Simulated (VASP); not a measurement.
# B6As (R-3m) in VASP: further runs, part 2 of 2

VASP 6.6.1. Earlier steps stand in the parts before.

### 3 Relaxation of shape and atoms at fixed volume, PBEsol (volume scaled by 0.94)

INCAR

```
SYSTEM = B6As
PREC = Accurate
ENCUT = 600
EDIFF = 1E-6
ISMEAR = 0
SIGMA = 0.02
LREAL = .False.
LASPH = .True.
NELM = 60
ALGO = Normal
ISIF = 4
LWAVE = .False.
LCHARG = .False.
GGA = PS
IBRION = 2
NSW = 50
EDIFFG = -0.01
```

KPOINTS

```
Automatic mesh
0
Gamma
  6 6 6
  0 0 0
```

POSCAR

```
B6As
1.0
    3.0025724955      1.7335360385      3.8579191491
   -3.0025724955      1.7335360385      3.8579191491
    0.0000000000     -3.4670720770      3.8579191491
B As
12 2
Direct
    0.0164442700      0.0164442700      0.3248545274
    0.0164442700      0.3248545274      0.0164442700
    0.8215269749      0.2729549911      0.8215269749
    0.8215269749      0.8215269749      0.2729549911
    0.2729549911      0.8215269749      0.8215269749
    0.7270450089      0.1784730251      0.1784730251
    0.1784730251      0.7270450089      0.1784730251
    0.1784730251      0.1784730251      0.7270450089
    0.9835557300      0.6751454726      0.9835557300
    0.9835557300      0.9835557300      0.6751454726
    0.6751454726      0.9835557300      0.9835557300
    0.3248545274      0.0164442700      0.0164442700
    0.6010742342      0.6010742342      0.6010742342
    0.3989257658      0.3989257658      0.3989257658
```

Potentials or basis: VASP PAW PBE potentials, release 64 (B, As).

Run with:

```sh
cat potpaw_PBE.64/B/POTCAR potpaw_PBE.64/As/POTCAR > POTCAR
mpirun -np 1 vasp_std > vasp.out
```

OUTCAR:

```text
SYSTEM = B6As
   PREC = Accurate
   ENCUT = 600
   EDIFF = 1E-6
   ISMEAR = 0
   LREAL = .False.
   LASPH = .True.
   NELM = 60
   ISIF = 4
   GGA = PS
   IBRION = 2
   NSW = 50
   EDIFFG = -0.01

 ion  position               nearest neighbor table
   1  0.016  0.016  0.325-  10 1.72   7 1.74   6 1.74   4 1.77   2 1.85  12 1.85
   2  0.016  0.325  0.016-   9 1.72   6 1.74   8 1.74   3 1.77   1 1.85  12 1.85
   3  0.822  0.273  0.822-   6 1.69   8 1.69  11 1.74  10 1.74   2 1.77  13 1.95
   4  0.822  0.822  0.273-   6 1.69   7 1.69   9 1.74  11 1.74   1 1.77  13 1.95
   5  0.273  0.822  0.822-   7 1.69   8 1.69   9 1.74  10 1.74  12 1.77  13 1.95
   6  0.727  0.178  0.178-   3 1.69   4 1.69   2 1.74   1 1.74  11 1.77  14 1.95
   7  0.178  0.727  0.178-   5 1.69   4 1.69  12 1.74   1 1.74   9 1.77  14 1.95
   8  0.178  0.178  0.727-   3 1.69   5 1.69   2 1.74  12 1.74  10 1.77  14 1.95
   9  0.984  0.675  0.984-   2 1.72   5 1.74   4 1.74   7 1.77  10 1.85  11 1.85
  10  0.984  0.984  0.675-   1 1.72   3 1.74   5 1.74   8 1.77   9 1.85  11 1.85
  11  0.675  0.984  0.984-  12 1.72   3 1.74   4 1.74   6 1.77  10 1.85   9 1.85
  12  0.325  0.016  0.016-  11 1.72   7 1.74   8 1.74   5 1.77   1 1.85   2 1.85
  13  0.601  0.601  0.601-   4 1.95   3 1.95   5 1.95  14 2.34
  14  0.399  0.399  0.399-   8 1.95   7 1.95   6 1.95  13 2.34

  LATTYP: Found a trigonal (rhomboedric) cell.
 ALAT       =     5.1869190227
[... 211 lines left out ...]

  FORCE on cell =-STRESS in cart. coord.  units (eV):
  Direction    XX          YY          ZZ          XY          YZ          ZX
  --------------------------------------------------------------------------------------
  -------------------------------------------------------------------------------------
  Total       10.9613752     10.9613752     10.1847432      0.0000000     -0.0000000      0.0000000
  in kB      145.7621879    145.7621879    135.4346899      0.0000000     -0.0000000      0.0000000
  external PRESSURE =     142.3196886 kB  Pullay stress =       0.0000000 kB
[... 275 lines left out ...]
--------------------------------------- Ionic step        7  -------------------------------------------

 number of electron      45.9999998 magnetization

 Free energy of the ion-electron system (eV)
  ---------------------------------------------------
  ext. energy  EPLUGINS =         0.00000000
  ---------------------------------------------------
  free energy    TOTEN  =       -96.70835775 eV

  energy without entropy =      -96.70835775  energy(sigma->0) =      -96.70835775

 E-fermi :   5.2636     XC(G=0): -11.4406

 val. band max:        5.1095410613   @ k =   0.0000   0.0000   0.0000
 cond. band min:       7.7130835762   @ k =   0.5000  -0.0000  -0.0000
 fundamental gap:      2.6035425149
 Fermi energy:         5.2636322283

 k-point     1 :       0.0000    0.0000    0.0000
  band No.  band energies     occupation
      1     -10.1415      2.00000
      2      -7.0339      2.00000
      3      -5.1947      2.00000
      4      -5.1947      2.00000
      5      -5.0759      2.00000
      6      -3.9827      2.00000
[... 805 lines left out ...]
     30      11.5336      0.00000
     31      11.9925      0.00000

 [... further k-points ...]
[... 5 lines left out ...]
  --------------------------------------------------------------------------------------
  -------------------------------------------------------------------------------------
  Total       10.3621248     10.3621248     10.3074078      0.0000000     -0.0000000      0.0000000
  in kB      137.7934753    137.7934753    137.0658591      0.0000000     -0.0000000      0.0000000
  external PRESSURE =     137.5509366 kB  Pullay stress =       0.0000000 kB
[... 29 lines left out ...]
  FREE ENERGIE OF THE ION-ELECTRON SYSTEM (eV)
  ---------------------------------------------------
  free  energy   TOTEN  =       -96.7083577510 eV

  energy  without entropy=      -96.7083577510  energy(sigma->0) =      -96.70835775

 reached required accuracy - stopping structural energy minimisation
```

OSZICAR:

```text
N       E                     dE             d eps       ncg     rms          rms(c)
DAV:   1     0.153558900424E+03    0.15356E+03   -0.23211E+04  1984   0.151E+03
DAV:   2    -0.946368643864E+02   -0.24820E+03   -0.23682E+03  2571   0.261E+02
DAV:   3    -0.105111486343E+03   -0.10475E+02   -0.10369E+02  2472   0.524E+01
[... 48 lines left out ...]
DAV:   4    -0.967083185198E+02    0.77724E-06   -0.45501E-06  2296   0.105E-02
   6 F= -.96708319E+02 E0= -.96708319E+02  d E =-.122269E-03
       N       E                     dE             d eps       ncg     rms          rms(c)
DAV:   1    -0.967083543437E+02   -0.35047E-04   -0.20613E-03  2131   0.252E-01    0.103E-02
DAV:   2    -0.967083585004E+02   -0.41567E-05   -0.66145E-05  2561   0.381E-02    0.607E-03
DAV:   3    -0.967083577510E+02    0.74938E-06   -0.19101E-06  1838   0.789E-03
   7 F= -.96708358E+02 E0= -.96708358E+02  d E =-.161500E-03
```

Run time: 5 min. Hardware: 1 thread of Intel Xeon 6975P-C (Granite Rapids), shared host; peak memory 0.33 GiB.

What came out:

```yaml
Free_energy: -96.7084 eV
Energy_gained_by_relaxing: 0.5 meV/atom
Ionic_steps: 7
Pressure_after_relaxing: 13.8 GPa
Largest_force_after_relaxing: 0.005 eV/Å
Band_gap_on_the_k_mesh: 2.60 eV, indirect (least direct gap 2.64 eV)
```

Forces in eV/Å, atoms in the order of the input:
```
B    0.000 -0.005 -0.001
B   -0.005  0.003 -0.001
B    0.002 -0.001 -0.004
B    0.000  0.003 -0.004
B   -0.002 -0.001 -0.004
B    0.002  0.001  0.004
B   -0.002  0.001  0.004
B    0.000 -0.003  0.004
B    0.005 -0.003  0.001
B    0.000  0.005  0.001
B   -0.005 -0.003  0.001
B    0.005  0.003 -0.001
As   0.000  0.000 -0.005
As   0.000  0.000  0.005
```

The path:
| step | energy change (eV) | largest force (eV/Å) | pressure (GPa) | volume (Å³) |
| --- | --- | --- | --- | --- |
| 1 | 0.0000 | 0.1698 | 14.23 | 120.48 |
| 2 | -0.0022 | 0.1683 | 13.69 | 120.48 |
| 3 | -0.0041 | 0.0631 | 13.90 | 120.48 |
| 4 | -0.0060 | 0.0382 | 13.80 | 120.48 |
| 5 | -0.0062 | 0.0444 | 13.76 | 120.48 |
| 6 | -0.0063 | 0.0290 | 13.75 | 120.48 |
| 7 | -0.0064 | 0.0055 | 13.76 | 120.48 |

Final structure:
```
CELL_PARAMETERS angstrom
3.00804 1.73669 3.84390
-3.00804 1.73669 3.84390
0.00000 -3.47339 3.84390
ATOMIC_POSITIONS crystal
B 0.01754 0.01754 0.32496
B 0.01754 0.32496 0.01754
B 0.82144 0.27297 0.82144
B 0.82144 0.82144 0.27297
B 0.27297 0.82144 0.82144
B 0.72703 0.17856 0.17856
B 0.17856 0.72703 0.17856
B 0.17856 0.17856 0.72703
B 0.98246 0.67504 0.98246
B 0.98246 0.98246 0.67504
B 0.67504 0.98246 0.98246
B 0.32496 0.01754 0.01754
As 0.60165 0.60165 0.60165
As 0.39835 0.39835 0.39835
```

Caveat: the cell differs from its parent crystal (volume scaled by 0.94); the PAW data sets were made with another functional, which shifts forces and pressure a little. A k mesh can miss the band edges.
